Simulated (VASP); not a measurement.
# Be (P6_3/mmc) in VASP: a series of runs

The runs below take Be through single point, relaxation of cell and atoms, with PBEsol.

Everything below comes from runs of VASP 6.6.1. Logs are shortened: lines on timing, memory, paths and dates and some standing lists are left out, and cuts for length are marked.

## 1. The cell of the first run

The structure is hexagonal, space group P6_3/mmc (No. 194). Conventional cell: a = 2.255 Å, b = 2.255 Å, c = 3.559 Å, α = 90.00°, β = 90.00°, γ = 120.00°. Within 2.9 Å of Be (site symmetry -6m2) lie 12 Be at 2.20 to 2.25 Å.

## 2. Single point, PBEsol

Input file INCAR:

```
  ALGO = Normal
  EDIFF = 1E-7
  ENCUT = 520
  GGA = PS
  ISIF = 2
  ISMEAR = 0
  LASPH = True
  LCHARG = False
  LREAL = False
  LWAVE = False
  NBANDS = 9
  NELM = 60
  PREC = Accurate
  SIGMA = 0.1
```

Input file KPOINTS:

```
k-points
0
Gamma
  21 21 12
```

Input file POSCAR:

```
Be
1.0
    2.2548062189      0.0000000000      0.0000000000
   -1.1274031095      1.9527194662      0.0000000000
    0.0000000000      0.0000000000      3.5586208615
Be
2
Direct
    0.3333333333      0.6666666667      0.7500000000
    0.6666666667      0.3333333333      0.2500000000
```

Potentials or basis: VASP PAW PBE potentials, release 64 (Be).

Command:

```sh
cat potpaw_PBE.64/Be/POTCAR > POTCAR
mpirun -np 1 vasp_std > vasp.out
```

OUTCAR:

```text
EDIFF = 1E-7
   ENCUT = 520
   GGA = PS
   ISIF = 2
   ISMEAR = 0
   LASPH = True
   LREAL = False
   NELM = 60
   PREC = Accurate

 ion  position               nearest neighbor table
   1  0.333  0.667  0.750-   2 2.20   2 2.20   2 2.20   2 2.20   2 2.20   2 2.20
   2  0.667  0.333  0.250-   1 2.20   1 2.20   1 2.20   1 2.20   1 2.20   1 2.20

  LATTYP: Found a hexagonal cell.
 ALAT       =     2.2548062189
 C/A-ratio  =     1.5782380019

  Lattice vectors:

 A1 = (   2.2548062189,   0.0000000000,   0.0000000000)
 A2 = (  -1.1274031095,   1.9527194662,   0.0000000000)
 A3 = (   0.0000000000,   0.0000000000,   3.5586208615)

Analysis of symmetry for initial positions (statically):
=====================================================================
 Subroutine PRICEL returns:
 Original cell was already a primitive cell.

 Routine SETGRP: Setting up the symmetry group for a
 hexagonal supercell.

 Subroutine GETGRP returns: Found 24 space group operations
 (whereof 12 operations were pure point group operations)
 out of a pool of 24 trial point group operations.

The static configuration has the point symmetry D_3d.
 The point group associated with its full space group is D_6h.

Analysis of symmetry for dynamics (positions and initial velocities):
=====================================================================
 Subroutine PRICEL returns:
 Original cell was already a primitive cell.

 Routine SETGRP: Setting up the symmetry group for a
 hexagonal supercell.

 Subroutine GETGRP returns: Found 24 space group operations
 (whereof 12 operations were pure point group operations)
 out of a pool of 24 trial point group operations.

The dynamic configuration has the point symmetry D_3d.
 The point group associated with its full space group is D_6h.

 Subroutine INISYM returns: Found 24 space group operations
 (whereof 12 operations are pure point group operations),
 and found     1 'primitive' translations

----------------------------------------------------------------------------------------

                                     Primitive cell

  volume of cell :      15.6686

  direct lattice vectors                    reciprocal lattice vectors
     2.254806219  0.000000000  0.000000000     0.443497092  0.256053165  0.000000000
    -1.127403109  1.952719466  0.000000000     0.000000000  0.512106330  0.000000000
     0.000000000  0.000000000  3.558620862     0.000000000  0.000000000  0.281007738

  length of vectors
     2.254806219  2.254806219  3.558620862     0.512106330  0.512106330  0.281007738

  position of ions in fractional coordinates (direct lattice)
     0.333333333  0.666666667  0.750000000
     0.666666667  0.333333333  0.250000000

  ion indices of the primitive-cell ions
   primitive index   ion index
                 1           1
                 2           2

----------------------------------------------------------------------------------------

 KPOINTS: k-points

Automatic generation of k-mesh.
 Grid dimensions read from file:
 generate k-points for:   21   21   12

 Generating k-lattice:

  Cartesian coordinates                     Fractional coordinates (reciprocal lattice)
     0.021118909  0.012193008  0.000000000     0.047619048  0.000000000  0.000000000
     0.000000000  0.024386016  0.000000000     0.000000000  0.047619048  0.000000000
     0.000000000  0.000000000  0.023417312     0.000000000  0.000000000  0.083333333

  Length of vectors
     0.024386016  0.024386016  0.023417312

  Shift w.r.t. Gamma in fractional coordinates (k-lattice)
     0.000000000  0.000000000  0.000000000

 Subroutine IBZKPT returns following result:
 ===========================================

 Found    336 irreducible k-points:

 Following reciprocal coordinates:
            Coordinates               Weight
  0.000000  0.000000  0.000000      1.000000
  0.047619  0.000000  0.000000      6.000000
  0.095238  0.000000  0.000000      6.000000
  0.142857 -0.000000  0.000000      6.000000
  0.190476  0.000000  0.000000      6.000000
  0.238095 -0.000000  0.000000      6.000000
[... 16 lines left out ...]
  0.142857  0.095238  0.000000     12.000000
  0.190476  0.095238  0.000000     12.000000
 [... further k-points ...]
   k-points           NKPTS =    336   k-points in BZ     NKDIM =    336   number of bands    NBANDS=      9
   number of dos      NEDOS =    301   number of ions     NIONS =      2
   total plane-waves  NPLWV =   9072
   dimension x,y,z NGX =    18 NGY =   18 NGZ =   28
   dimension x,y,z NGXF=    36 NGYF=   36 NGZF=   56
   ions per type =               2
   NGX,Y,Z   is equivalent  to a cutoff of  13.27, 13.27, 13.08 a.u.
   NGXF,Y,Z  is equivalent  to a cutoff of  26.54, 26.54, 26.16 a.u.
 SYSTEM =  unknown system
   PREC   = accura    normal or accurate (medium, high low for compatibility)
   ISTART =      0    job   : 0-new  1-cont  2-samecut
   ICHARG =      2    charge: 1-file 2-atom 10-const
   ISPIN  =      1    spin polarized calculation?
   LNONCOLLINEAR =      F non collinear calculations
   LSORBIT =      F    spin-orbit coupling
   LASPH  =      T    aspherical Exc in radial PAW
   ENCUT  =  520.0 eV  38.22 Ry    6.18 a.u.   4.19  4.19  6.62*2*pi/ulx,y,z
   NELM   =     60;   NELMIN=  2; NELMDL= -5     # of ELM steps
   EDIFF  = 0.1E-06   stopping-criterion for ELM
   LREAL  =      F    real-space projection
   EDIFFG = 0.1E-05   stopping-criterion for IOM
   NSW    =      0    number of steps for IOM
   IBRION =     -1    ionic relax: 0-MD 1-quasi-New 2-CG
   NFREE  =      0    steps in history (QN), initial steepest desc. (CG)
   ISIF   =      2    stress and relaxation
   ISYM   =      2    0-nonsym 1-usesym 2-fastsym
   POTIM  = 0.5000    time-step for ionic-motion
   TEBEG  =    0.0;   TEEND  =   0.0 temperature during run
   PSTRESS=    0.0 pullay stress
   NELECT =       4.0000    total number of electrons
   NUPDOWN=      -1.0000    fix difference up-down
   EMIN   =  10.00;   EMAX   =-10.00  energy-range for DOS
   EFERMI =   0.00;   METHOD = LEGACY
   ISMEAR =     0;   SIGMA  =   0.10  broadening in eV -4-tet -1-fermi 0-gaus
   EFERMI_NEDOS =   21; number of points for ismear=-14 and -15
   IALGO  =     38    algorithm
   IMIX   =      4    mixing-type and parameters
     AMIX     =   0.40;   BMIX     =  1.00
     AMIX_MAG =   1.60;   BMIX_MAG =  1.00
  volume/ion in A,a.u.               =       7.83        52.87
  Fermi-wavevector in a.u.,A,eV,Ry     =   1.038527  1.962532 14.674412  1.078539
  Thomas-Fermi vector in A             =   2.173016
   LORBIT       =      0    0 simple, 1 ext, 2 COOP (PROOUT), +10 PAW based schemes
   GGA     = PS    functional components
   LHFCALC =     F    Hartree Fock is set to
   AEXX    =    0.0000 exact exchange contribution
   IVDW    =     0    specifies the selected vdW correction
   LEPSILON=     F    determine dielectric tensor
   LRPA    =     F    only Hartree local field effects (RPA)
 non-spin polarized calculation
 Gauss-broadening in eV      SIGMA  =   0.10
  energy-cutoff  :      520.00
  volume of cell :       15.67
 maximum number of plane-waves:       446
 NGX is ok and might be reduce to    18
   NGX =  9   NGY =  9   NGZ = 13

 number of electron       4.0000000 magnetization

 Free energy of the ion-electron system (eV)
  ---------------------------------------------------
  ext. energy  EPLUGINS =         0.00000000
  ---------------------------------------------------
  free energy    TOTEN  =        -7.99301806 eV

  energy without entropy =       -7.99151951  energy(sigma->0) =       -7.99226878

 E-fermi :   7.1252     XC(G=0): -10.6381

 val. band max:        7.1221108447   @ k =   0.3333   0.0476   0.0000
 cond. band min:       7.1452728182   @ k =   0.3333   0.2857   0.0833
 fundamental gap:      0.0231619735
 Fermi energy:         7.1251748576

 k-point     1 :       0.0000    0.0000    0.0000
  band No.  band energies     occupation
      1      -4.3035      2.00000
      2       2.5763      2.00000
      3       8.2084      0.00000
      4      23.2458      0.00000
      5      23.2458      0.00000
      6      26.0975      0.00000
      7      26.0975      0.00000
      8      28.1268      0.00000
      9      34.3726      0.00000

 k-point     2 :       0.0476    0.0000    0.0000
  band No.  band energies     occupation
      1      -4.2382      2.00000
      2       2.6625      2.00000
      3       8.2272      0.00000
      4      22.6870      0.00000
      5      22.8131      0.00000
      6      26.1062      0.00000
      7      26.3363      0.00000
      8      28.0090      0.00000
      9      33.1986      0.00000

 k-point     3 :       0.0952    0.0000    0.0000
  band No.  band energies     occupation
      1      -4.0421      2.00000
      2       2.9210      2.00000
      3       8.2804      0.00000
      4      21.2665      0.00000
      5      21.8894      0.00000
      6      26.0824      0.00000
      7      26.6467      0.00000
      8      27.6086      0.00000
      9      31.4009      0.00000

 k-point     4 :       0.1429   -0.0000    0.0000
  band No.  band energies     occupation
      1      -3.7152      2.00000
      2       3.3511      2.00000
      3       8.3564      0.00000
      4      19.4236      0.00000
      5      20.8572      0.00000
      6      25.9316      0.00000
      7      26.6520      0.00000
      8      26.7952      0.00000
      9      29.4938      0.00000

 k-point     5 :       0.1905    0.0000    0.0000
  band No.  band energies     occupation
      1      -3.2572      2.00000
      2       3.9517      2.00000
      3       8.4254      0.00000
      4      17.4879      0.00000
      5      19.8629      0.00000
      6      25.3943      0.00000
      7      25.4440      0.00000
      8      26.3538      0.00000
      9      27.9382      0.00000

 k-point     6 :       0.2381   -0.0000    0.0000
  band No.  band energies     occupation
      1      -2.6684      2.00000
      2       4.7208      2.00000
      3       8.4165      0.00000
      4      15.6969      0.00000
      5      18.9661      0.00000
      6      23.6121      0.00000
      7      24.1107      0.00000
      8      25.8943      0.00000
      9      27.2126      0.00000
[... 169 lines left out ...]
 k-point    21 :       0.4762    0.0476    0.0000
  band No.  band energies     occupation
      1       2.0980      2.00000
      2       4.0079      2.00000
      3      10.7946      0.00000
      4      13.6456      0.00000
      5      13.8751      0.00000
      6      15.3038      0.00000
      7      18.3309      0.00000
      8      24.0331      0.00000
      9      27.3339      0.00000

 k-point    22 :       0.0952    0.0952    0.0000
  band No.  band energies     occupation
      1      -3.5187      2.00000
      2       3.6087      2.00000
      3       8.4031      0.00000
      4      18.9744      0.00000
      5      19.6378      0.00000
      6      25.9390      0.00000
      7      26.2731      0.00000
      8      26.3528      0.00000
      9      30.3282      0.00000

 k-point    23 :       0.1429    0.0952    0.0000
  band No.  band energies     occupation
      1      -3.0600      2.00000
      2       4.2086      2.00000
      3       8.4784      0.00000
      4      17.1840      0.00000
      5      18.5982      0.00000
      6      25.1303      0.00000
      7      25.3602      0.00000
      8      25.7278      0.00000
      9      29.6715      0.00000

 k-point    24 :       0.1905    0.0952    0.0000
  band No.  band energies     occupation
      1      -2.4701      2.00000
      2       4.9767      2.00000
      3       8.4977      0.00000
      4      15.3833      0.00000
      5      17.6940      0.00000
      6      23.4871      0.00000
      7      24.2358      0.00000
      8      25.2393      0.00000
      9      29.0668      0.00000

 [... further k-points ...]

------------------------ aborting loop because EDIFF is reached ----------------------------------------

  FORCE on cell =-STRESS in cart. coord.  units (eV):
  Direction    XX          YY          ZZ          XY          YZ          ZX
  --------------------------------------------------------------------------------------
  -------------------------------------------------------------------------------------
  Total        0.0376849      0.0376849      0.0380534     -0.0000000     -0.0000000      0.0000000
  in kB        3.8534244      3.8534244      3.8911032     -0.0000000     -0.0000000      0.0000000
  external PRESSURE =       3.8659840 kB  Pullay stress =       0.0000000 kB

 VOLUME and BASIS-vectors are now :
 -----------------------------------------------------------------------------
  energy-cutoff  :      520.00
  volume of cell :       15.67
      direct lattice vectors                 reciprocal lattice vectors
     2.254806219  0.000000000  0.000000000     0.443497092  0.256053165  0.000000000
    -1.127403109  1.952719466  0.000000000     0.000000000  0.512106330  0.000000000
     0.000000000  0.000000000  3.558620862     0.000000000  0.000000000  0.281007738

 POSITION                                       TOTAL-FORCE (eV/Angst)
 -----------------------------------------------------------------------------------
     -0.00000      1.30181      2.66897         0.000000     -0.000000      0.000000
      1.12740      0.65091      0.88966        -0.000000      0.000000      0.000000
 -----------------------------------------------------------------------------------
    total drift:                                0.000000     -0.000000      0.000000

  FREE ENERGIE OF THE ION-ELECTRON SYSTEM (eV)
  ---------------------------------------------------
  free  energy   TOTEN  =        -7.9930180575 eV

  energy  without entropy=       -7.9915195110  energy(sigma->0) =       -7.99226878
```

It took 43 s on 1 thread of Intel Xeon 8259CL, shared host; peak memory 0.15 GiB.

Results:

| Property | Result |
| --- | --- |
| Free energy | -7.9930 eV |
| Pressure | 0.4 GPa |
| Band gap on the k mesh | zero (bands 2 and 3 overlap by 2.09 eV) |

Levels at points of the mesh, in eV from the Fermi level:
```csv
k point,band 1,band 2,band 3,band 4,band 5,band 6
"(0.00, 0.00, 0.00)",-11.43,-4.55,1.08,16.12,16.12,18.97
"(0.00, 0.00, 0.50)",-9.27,-9.27,10.68,10.68,17.77,17.77
```

Caveat: the PAW data sets were made with another functional, which shifts forces and pressure a little.

(Continued in part 2 of 2.)

The gap in the log of VASP goes by the Fermi energy; the results here count the filled bands.